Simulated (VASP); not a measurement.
Runs of VASP 6.6.1 on Si2Cl. The structure is that of space group P3m1 (No. 156), or close to it. The cells are those of the table. 

```tsv
task	cell	k mesh	cutoff (eV)	gap on the mesh (eV)	pressure (GPa)	relaxed volume (Å³/atom)	largest force (eV/Å)
single point	a = 3.474, b = 3.474, c = 7.348 Å, angles 90.0, 90.0, 120.0°, 3 atoms	6 × 6 × 4	500	none	-0.1	-	(a)
single point	a = 3.447, b = 3.447, c = 7.357 Å, angles 90.0, 90.0, 120.0°, 3 atoms	18 × 18 × 6	520	none	-0.1	-	0.05
relaxation of cell and atoms	relaxed from a = 3.408, b = 3.408, c = 5.565 Å, angles 90.0, 90.0, 120.0°, 3 atoms	6 × 6 × 4	500	none	0.0	29.50	0.01
single point	a = 3.408, b = 3.408, c = 5.565 Å, angles 90.0, 90.0, 120.0°, 3 atoms	6 × 6 × 4	500	none	26.8	-	4.24
relaxation of cell and atoms	relaxed from a = 3.474, b = 3.474, c = 7.348 Å, angles 90.0, 90.0, 120.0°, 3 atoms	18 × 18 × 6	600	none	0.0	(b)	0.01
single point	a = 3.447, b = 3.447, c = 7.357 Å, angles 90.0, 90.0, 120.0°, 3 atoms	18 × 18 × 6	500	none	-0.1	-	0.06
```

Alike in all rows: level PBE; potentials or basis VASP PAW PBE potentials, release 64 (Si, Cl); no spin polarisation; smearing gaussian 0.1 eV.

Problem. Estimate the missing entries.

Solution. (a) 0.04; (b) 25.33.

Caveats: an odd number of electrons without spin polarisation forces a metal; a magnetic or distorted state may lie lower; the volume moved by over 15 % at a fixed basis, so the end points are rough (some runs).

A gap of «none» marks levels without a gap at the run's occupations.
